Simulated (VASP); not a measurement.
Input of a VASP 6.6.1 run:

Contents of INCAR:

```
ALGO     = Normal         # electronic algorithm
EDIFF    = 1E-8           # SCF threshold, eV
ENCUT    = 500            # plane-wave cutoff, eV
GGA      = VW             # functional
GGA_COMPAT= False        
IBRION   = 6              # ionic algorithm
ISIF     = 3              # what is computed and relaxed
ISMEAR   = 0              # smearing method
LASPH    = True           # aspherical terms in the spheres
LCHARG   = True           # write CHGCAR
LREAL    = False          # projectors in reciprocal space
LWAVE    = False          # write WAVECAR
NBANDS   = 12             # bands
NELM     = 120            # most SCF steps
NFREE    = 2            
NSW      = 1              # ionic steps
POTIM    = 0.015          # step
PREC     = Accurate       # precision mode
SIGMA    = 0.05           # smearing width, eV
```

The input KPOINTS:

```
k-points
0
Gamma
  7 7 7
```

The input POSCAR:

```
Hg
1.0
   -1.8767364350      1.8767364350      1.9168448550
    1.8767364350     -1.8767364350      1.9168448550
    1.8767364350      1.8767364350     -1.9168448550
Hg
1
Direct
    0.5000000000      0.5000000000      0.0000000000
```

Potentials or basis: VASP PAW PBE potentials, release 64 (Hg).

The run is started by

```bash
$ cat potpaw_PBE.64/Hg/POTCAR > POTCAR
$ mpirun -np 1 vasp_std > vasp.out
```

What does it give for the Voigt bulk modulus?

20 GPa.

Elastic tensor in Voigt notation (GPa, in the Cartesian axes of the cell as first typed):
```
 20  20  19   0   0   0
 20  20  19   0   0   0
 19  19  23   0   0   0
  0   0   0  -9   0   0
  0   0   0   0  -9   0
  0   0   0   0   0 -10
```

Caveat: the cell is under stress, which shifts elastic constants; the elastic tensor has a negative eigenvalue, so either the cell is unstable as it stands or the mesh is too thin; the PAW data sets were made with another functional, which shifts forces and pressure a little.
